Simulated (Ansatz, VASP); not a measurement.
HC12 in VASP and in Ansatz

INCAR

```
PREC = Accurate ; ENCUT = 520
EDIFF = 1E-7 ; ISMEAR = 0
SIGMA = 0.05 ; LREAL = False
LASPH = True ; NELM = 150
ALGO = Normal ; ISIF = 2
LWAVE = False ; LCHARG = False
ISPIN = 2 ; MAGMOM = 0 0 0 0 0 0 0 0 0 0 0 0 1
LORBIT = 11 ; LDIPOL = True
IDIPOL = 3 ; DIPOL = 0.5 0.5 0.302
GGA = PE ; IVDW = 12
NBANDS = 40
```

Contents of KPOINTS:

```
Automatic mesh
0
Gamma
  6 7 1
```

POSCAR

```
HC12
1.0
    4.9311586502      0.0000000000      0.0000000000
    0.0000000000      4.0098697767      0.0000000000
    0.0000000000      0.0000000000     21.6014232414
C H
12 1
Direct
    0.2500000000      0.3776970832      0.1851729840
    0.7500000000      0.3776970832      0.1851729840
    0.0000000000      0.4720802753      0.2130426460
    0.5000000000      0.4720802753      0.2130426460
    0.0000000000      0.6609562027      0.2688143161
    0.5000000000      0.6609562027      0.2688143161
    0.2500000000      0.7503681903      0.2962457608
    0.7500000000      0.7503681903      0.2962457608
    0.2500000000      0.9412921293      0.3552728042
    0.7500000000      0.9412921293      0.3552728042
    0.0000000000      0.0234303656      0.3796705036
    0.5000000000      0.0234303656      0.3796705036
    0.2500000000      0.8567636989      0.5231795662
```

Input for Ansatz:

```yaml
crystal:
  lattice:
    - [4.9311586502, 0.0, 0.0]
    - [0.0, 4.0098697767, 0.0]
    - [0.0, 0.0, 21.6014232414]
  atoms:
    - { symbol: C, position: [0.25, 0.3776970832, 0.185172984] }
    - { symbol: C, position: [0.75, 0.3776970832, 0.185172984] }
    - { symbol: C, position: [0.0, 0.4720802753, 0.213042646] }
    - { symbol: C, position: [0.5, 0.4720802753, 0.213042646] }
    - { symbol: C, position: [0.0, 0.6609562027, 0.2688143161] }
    - { symbol: C, position: [0.5, 0.6609562027, 0.2688143161] }
    - { symbol: C, position: [0.25, 0.7503681903, 0.2962457608] }
    - { symbol: C, position: [0.75, 0.7503681903, 0.2962457608] }
    - { symbol: C, position: [0.25, 0.9412921293, 0.3552728042] }
    - { symbol: C, position: [0.75, 0.9412921293, 0.3552728042] }
    - { symbol: C, position: [0.0, 0.0234303656, 0.3796705036] }
    - { symbol: C, position: [0.5, 0.0234303656, 0.3796705036] }
    - { symbol: H, position: [0.25, 0.8567636989, 0.5231795662], spin: 1.0 }
basis:
  ecutwfc: 420
kpoints:
  mp_grid: { grid: [6, 7, 1] }
hamiltonian:
  xc: pbe
  pseudopotentials: { kind: paw, azcp: { folder: soft_1 } }
  dispersion: d3bj
scf:
  occupations: { method: gaussian, width: 0.05 }
output:
  forces: true
  eigenvalues: true
  populations: true
magnetization:
  spin_polarized: true
efield:
  axis: 3
  dipole_correction: true
  ramp_width: 0.04
```

Alike in both runs: task single point; functional PBE; dispersion D3(BJ); k mesh 6 × 7 × 1; occupations gaussian, width 0.05 eV; collinear spin.

|  | VASP | Ansatz |
| --- | --- | --- |
| version | VASP 6.6.1 | Ansatz 0.2.0 |
| potentials or method | VASP PAW PBE potentials, release 64 (C, H), cutoff 520 eV | scalar-relativistic, plane waves, PAW |
| valence electrons in the cell | 49 | 49 |

|  | VASP | Ansatz | Ansatz less VASP |
| --- | --- | --- | --- |
| gap on the k mesh at the Fermi level (eV) | 0.03 | 0.61 | +0.586 |
| least direct gap on the mesh (eV) | 0.06 | 0.63 | +0.571 |
| rms of the force components (eV/Å) | 0.903 | 1.065 | +0.1622 |
| net moment per atom (μB) | 0.08 | 0.08 | -0.002 |
| size of the moment on the site where the two differ most (μB) | 0.38 | 0.90 | +0.524 |

Site moments also hang on the region over which each program counts them. Atom by atom the forces differ by 0.284 eV/Å (rms over components).
